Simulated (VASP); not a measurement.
## TiAl: single point with PBEsol

The system is TiAl.

```xyz
2
Lattice="2.9330 0.0000 0.0000 -1.4665 2.5401 0.0000 0.0000 0.0000 4.7424" Properties=species:S:1:pos:R:3 pbc="T T T"
Ti    0.0000    0.0000    0.0000
Al    0.0000    1.6934    2.3712
```

```json
{
 "Program": "VASP 6.6.1",
 "Task": "single point",
 "Functional": "PBEsol",
 "Potentials or basis": "VASP PAW PBE potentials, release 64 (Ti_sv, Al)",
 "Cutoff": "520 eV",
 "k mesh": "18 × 18 × 10",
 "Occupations": "gaussian, width 0.15 eV",
 "Spin": "no spin polarisation",
 "Dipole correction": "no",
 "Further INCAR settings": "ALGO = Fast; EDIFF = 1e-06; NBANDS = 14"
}
```

* Pressure: -8.1 GPa
* Band gap on the k mesh: zero (an odd number of electrons rules out a gap without spin polarisation)

Stress tensor (GPa, compression positive):
```
-7.78  0.00  0.00
 0.00 -7.78  0.00
 0.00  0.00 -8.75
```

Levels at points of the mesh, in eV from the Fermi level:
```csv
k point,band 4,band 5,band 6,band 7,band 8,band 9,band 10,band 11
"(0.00, 0.00, 0.00)",-32.48,-8.62,-2.20,-1.72,1.20,1.20,2.54,2.54
"(0.50, 0.00, 0.00)",-32.59,-3.57,-2.80,-1.39,-0.88,1.94,3.64,3.80
"(0.00, 0.00, 0.50)",-32.48,-7.76,-5.12,-0.35,1.21,1.21,2.47,2.47
"(0.50, 0.00, 0.50)",-32.59,-3.51,-2.32,-1.72,0.43,0.92,1.74,2.77
```

Wall time 4.5 min on 1 thread of Intel Xeon 8259CL (shared host), peak memory 0.24 GiB.

Caveat: the cell stands under tension; the PAW data sets were made with another functional, which shifts forces and pressure a little.
